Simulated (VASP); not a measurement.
Wanted: the native input for a VASP 6.6.1 run.

* Task: single point
* Functional: PBE
* Potentials or basis: VASP PAW PBE potentials, release 64 (Ti_sv, H)
* Cutoff: 520 eV
* k mesh: 16 × 8 × 1
* Occupations: gaussian, width 0.1 eV
* Spin: collinear spin, ferromagnetic start
* Starting moments: [1.13, 0.0, 0.0] μB
* Dipole correction: yes
* Further INCAR settings: ALGO = Normal; EDIFF = 1e-07; NBANDS = 18

The structure of TiH2 lies in POSCAR:

```
TiH2
1.0
    2.8160843875      0.0000000000      0.0000000000
    0.0000000000      6.4297216553      0.0000000000
    0.0000000000      0.0000000000     23.8000000000
Ti H
1 2
Direct
    0.0000000000      0.0000000000      0.2941176471
    0.5000000000      0.8025386506      0.2941176471
    0.5000000000      0.1974613494      0.2941176471
```

The input as run:

INCAR

```
SYSTEM = TiH2
  PREC = Accurate
  ENCUT = 520
  EDIFF = 1E-7
  ISMEAR = 0
  SIGMA = 0.1
  LREAL = .False.
  LASPH = .True.
  NELM = 150
  ALGO = Normal
  ISIF = 2
  LWAVE = .False.
  LCHARG = .False.
  ISPIN = 2
  MAGMOM = 1.13 0 0
  LORBIT = 11
  LMAXMIX = 4
  LDIPOL = .True.
  IDIPOL = 3
  DIPOL = 0.5 0.5 0.294
  GGA = PE
  NBANDS = 18
```

KPOINTS

```
Automatic mesh
0
Gamma
  16 8 1
  0 0 0
```

Potentials or basis: VASP PAW PBE potentials, release 64 (Ti_sv, H).

Run with:

```console
$ cat potpaw_PBE.64/Ti_sv/POTCAR potpaw_PBE.64/H/POTCAR > POTCAR
$ mpirun -np 1 vasp_std > vasp.out
```

Results of the run:

```
Band gap on the k mesh                                : zero (filled and empty bands overlap)
Net moment                                            : 2.00 μB per cell
Site moments                                          : Ti +1.48; H -0.01 μB
Valence electrons inside the program's atomic spheres : Ti 10.16; H 0.56
```

It took 51 min on 1 thread of AMD EPYC 7R13, with other jobs on the host, peak memory 0.95 GiB.
